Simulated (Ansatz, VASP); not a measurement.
**One calculation of Be, two programs**

```
Be
1.0
    -1.26669    1.26669    1.26669
     1.26669   -1.26669    1.26669
     1.26669    1.26669   -1.26669
Be
1
Direct
  0.00000 0.00000 0.00000
```

Change from the starting cell: volume scaled by 1.04.

Alike in both runs: task single point; functional PBE; k mesh 20 × 20 × 20; occupations fermi-dirac, width 0.05 eV; no spin polarisation.

|  | VASP | Ansatz |
| --- | --- | --- |
| version | VASP 6.6.1 | Ansatz 0.2.0 |
| potentials or method | VASP PAW PBE potentials, release 64 (Be), cutoff 520 eV | all-electron LAPW, scalar-relativistic |

Ansatz gave:

* pressure (GPa): -4.6

Question: Estimate VASP's values.

Answer: Pressure (GPa): -4.4.

Ansatz ran all-electron here, and VASP with PAW potentials.
